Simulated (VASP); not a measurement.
Ta5Ti3:

```
CELL_PARAMETERS angstrom
1.64000 -2.32000 0.00000
1.64000 2.32000 0.00000
0.00000 0.00000 18.57000
ATOMIC_POSITIONS crystal
Ti 0.00000 0.00000 0.50000
Ti 0.50000 0.50000 0.62500
Ti 0.50000 0.50000 0.37500
Ta 0.00000 0.00000 0.75000
Ta 0.00000 0.00000 0.25000
Ta 0.50000 0.50000 0.12500
Ta 0.00000 0.00000 0.00000
Ta 0.50000 0.50000 0.87500
```

| Item | Value |
| --- | --- |
| Program | VASP 6.6.1 |
| Task | relaxation of cell and atoms |
| Functional | PBE |
| Potentials or basis | VASP PAW PBE potentials, release 64 (Ti_sv, Ta_pv) |
| Cutoff | 600 eV |
| k mesh | 6 × 6 × 1 |
| Occupations | gaussian, width 0.2 eV |
| Spin | no spin polarisation |

At the start: pressure 3.7 GPa; volume 17.66 Å³/atom.

Q: How do energy, volume and symmetry change on relaxing?

A: Over 10 steps the energy falls by 9.7 meV/atom and the volume is 18.04 Å³/atom (+2.1 %); space group Cmmm (No. 65, to 0.1 Å) before and after.

Step by step:
| step | energy change (eV) | largest force (eV/Å) | pressure (GPa) | volume (Å³) |
| --- | --- | --- | --- | --- |
| 1 | 0.0000 | 0.2637 | 3.68 | 141.31 |
| 2 | 0.0429 | 0.0637 | -5.38 | 149.77 |
| 3 | -0.0414 | 0.1645 | -0.25 | 144.75 |
| 4 | -0.0514 | 0.1362 | -0.24 | 144.70 |
| 5 | -0.0672 | 0.0904 | -0.11 | 144.56 |
| 6 | -0.0570 | 0.1945 | 0.30 | 144.18 |
| 7 | -0.0703 | 0.1252 | -0.03 | 144.46 |
| 8 | -0.0703 | 0.1228 | 0.00 | 144.44 |
| 9 | -0.0742 | 0.1070 | -0.04 | 144.41 |
| 10 | -0.0777 | 0.0726 | -0.15 | 144.33 |

Final structure:
```
CELL_PARAMETERS angstrom
1.70287 -2.31696 0.00000
1.70287 2.31696 0.00000
0.00000 0.00000 18.29058
ATOMIC_POSITIONS crystal
Ti 0.00000 0.00000 0.50000
Ti 0.50000 0.50000 0.62319
Ti 0.50000 0.50000 0.37681
Ta 0.00000 0.00000 0.74662
Ta 0.00000 0.00000 0.25338
Ta 0.50000 0.50000 0.12661
Ta 0.00000 0.00000 0.00000
Ta 0.50000 0.50000 0.87339
```

Caveat: the k points lie up to 0.38 Å⁻¹ apart in the final cell, too coarse for converged energies and pressures of a metal; the relaxation stopped at a loose force limit of 0.08 eV/Å, so its end isn't a converged minimum.
